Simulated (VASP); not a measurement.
KMgF3: relaxation of cell and atoms with PBE

The system is KMgF3.

```
K Mg F
1.0
    -4.09814   -0.03278    0.08057
     0.08057   -0.00515   -4.02664
    -0.06555   -8.15244   -0.01029
K Mg F
2 2 6
Direct
  0.51736 0.48918 0.75157
  0.50519 0.51716 0.25384
  0.99597 0.01756 0.50032
  0.99160 0.00963 0.99080
  0.49626 0.99529 0.01227
  0.50361 0.98074 0.49912
  0.00438 0.00872 0.74814
  0.99239 0.97829 0.24580
  0.99467 0.49046 0.99393
  0.99857 0.51297 0.50421
```

```json
{
 "Program": "VASP 6.6.1",
 "Task": "relaxation of cell and atoms",
 "Functional": "PBE",
 "Potentials or basis": "VASP PAW PBE potentials, release 64 (K_sv, Mg, F)",
 "Cutoff": "600 eV",
 "k mesh": "4 × 4 × 2",
 "Occupations": "gaussian, width 0.1 eV",
 "Spin": "no spin polarisation",
 "Dipole correction": "no",
 "Further INCAR settings": "ALGO = Normal; EDIFF = 1e-06; IBRION = 2; EDIFFG = -0.025; NSW = 80; ISIF = 3"
}
```

```
Relaxed volume                        : 13.20 Å³/atom
Relaxed cell                          : a = 4.042 Å, b = 4.039 Å, c = 8.083 Å, α = 90.01°, β = 89.98°, γ = 90.09°
Space group after relaxing (to 0.1 Å) : Pm-3m (No. 221)
Energy gained by relaxing             : 20.6 meV/atom
Ionic steps                           : 9
Pressure after relaxing               : 0.1 GPa
Largest force after relaxing          : 0.025 eV/Å
Band gap on the k mesh                : 7.00 eV
```

Forces on the atoms (eV/Å):
```
K    0.014 -0.002 -0.008
K   -0.005  0.004  0.014
Mg  -0.002  0.001 -0.022
Mg   0.000  0.016 -0.003
F   -0.001  0.004 -0.011
F    0.005  0.000  0.017
F    0.002  0.006 -0.003
F   -0.005 -0.009  0.008
F   -0.012 -0.015  0.016
F    0.003 -0.005 -0.008
```

Stress tensor (GPa, compression positive):
```
 0.08 -0.02  0.08
-0.02  0.09  0.01
 0.08  0.01  0.15
```

Step by step:
```tsv
step	energy change (eV)	largest force (eV/Å)	pressure (GPa)	volume (Å³)
1	0.0000	1.0495	-0.73	134.47
2	-0.1179	0.3517	-0.40	133.27
3	-0.1524	0.3972	0.12	132.18
4	-0.1825	0.2002	0.11	132.10
5	-0.1950	0.1047	0.13	132.01
6	-0.2005	0.0947	-0.04	132.29
7	-0.2028	0.1016	-0.21	132.62
8	-0.2058	0.0396	0.00	132.20
9	-0.2062	0.0247	0.11	131.98
```

Final structure:
```
CELL_PARAMETERS angstrom
-4.04206 -0.00076 0.00307
0.00302 0.00039 -4.03945
-0.00162 -8.08344 0.00066
ATOMIC_POSITIONS crystal
K 0.50172 0.49877 0.75002
K 0.49925 0.50152 0.25013
Mg 0.00049 0.99925 0.50005
Mg 0.99947 0.00006 0.00019
F 0.49934 0.99934 0.00039
F 0.50059 0.00092 0.50001
F 0.00041 0.99951 0.75007
F 0.99953 0.00067 0.24994
F 0.99831 0.50031 0.99945
F 0.00090 0.49964 0.49975
```

Levels at points of the mesh, in eV from the valence-band top:
| k point | band 29 | band 30 | band 31 | band 32 | band 33 | band 34 | band 35 | band 36 |
| --- | --- | --- | --- | --- | --- | --- | --- | --- |
| (0.00, 0.00, 0.00) | -0.50 | -0.32 | -0.32 | -0.32 | 7.00 | 9.86 | 10.02 | 10.03 |
| (0.50, 0.00, 0.00) | -0.81 | -0.51 | -0.50 | -0.02 | 9.86 | 10.03 | 10.67 | 11.01 |
| (0.00, 0.50, 0.00) | -0.81 | -0.51 | -0.50 | -0.02 | 9.86 | 10.03 | 10.67 | 11.02 |
| (0.50, 0.50, 0.00) | -0.02 | 0.00 | 0.00 | 0.00 | 10.28 | 10.28 | 10.29 | 10.67 |
| (0.00, 0.00, 0.50) | -0.42 | -0.42 | -0.42 | -0.41 | 7.99 | 7.99 | 10.49 | 10.50 |
| (0.50, 0.00, 0.50) | -0.63 | -0.63 | -0.26 | -0.26 | 10.36 | 10.36 | 10.52 | 10.53 |
| (0.00, 0.50, 0.50) | -0.63 | -0.63 | -0.26 | -0.26 | 10.36 | 10.36 | 10.52 | 10.53 |
| (0.50, 0.50, 0.50) | -0.29 | -0.29 | -0.01 | -0.01 | 10.48 | 10.48 | 10.91 | 10.92 |

Wall time 11 min on 1 thread of Oxide Virtual Turin-like Processor, on a shared host, peak memory 0.31 GiB.

A k mesh can miss the band edges.
